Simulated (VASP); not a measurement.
The system is TiO2.

```
Ti O
1.0
     4.52631    0.00000    0.00000
     0.00000    4.52631    0.00000
     0.00000    0.00000    3.04413
Ti O
2 4
Direct
  0.00000 0.00000 0.00000
  0.50000 0.50000 0.50000
  0.30710 0.30710 0.00000
  0.19290 0.80710 0.50000
  0.69290 0.69290 0.00000
  0.80710 0.19290 0.50000
```

```yaml
Program: VASP 6.6.1
Task: relaxation of cell and atoms
Functional: PBEsol
Potentials_or_basis: VASP PAW PBE potentials, release 64 (Ti_sv, O)
Cutoff: 600 eV
k_mesh: 6 × 6 × 10
Occupations: gaussian, width 0.02 eV
Spin: no spin polarisation
```

At the start: pressure -2.4 GPa; volume 10.39 Å³/atom.

**Question.** How do energy, volume and symmetry change on relaxing?

**Answer.** Over 11 steps the energy falls by 15.7 meV/atom and the volume is 10.34 Å³/atom (-0.5 %); space group P4_2/mnm (No. 136, to 0.1 Å) before and after.

The path:
```tsv
step	energy change (eV)	largest force (eV/Å)	pressure (GPa)	volume (Å³)
1	0.0000	0.3083	-2.37	62.37
2	-0.0772	0.1370	4.23	60.96
3	-0.0777	0.1469	3.72	61.06
4	-0.0845	0.2077	-2.41	62.66
5	-0.0935	0.0577	0.15	61.96
6	-0.0939	0.0112	0.02	62.04
7	-0.0939	0.0009	-0.02	62.07
8	-0.0939	0.0002	-0.06	62.06
9	-0.0939	0.0056	-0.04	62.05
10	-0.0939	0.0017	-0.06	62.06
11	-0.0939	0.0031	0.05	62.03
```

Final structure:
```
Ti O
1.0
     4.59247    0.00000    0.00000
     0.00000    4.59247    0.00000
     0.00000    0.00000    2.94118
Ti O
2 4
Direct
  0.00000 0.00000 0.00000
  0.50000 0.50000 0.50000
  0.30435 0.30435 0.00000
  0.19565 0.80435 0.50000
  0.69565 0.69565 0.00000
  0.80435 0.19565 0.50000
```

Caveat: the PAW data sets were made with another functional, which shifts forces and pressure a little.
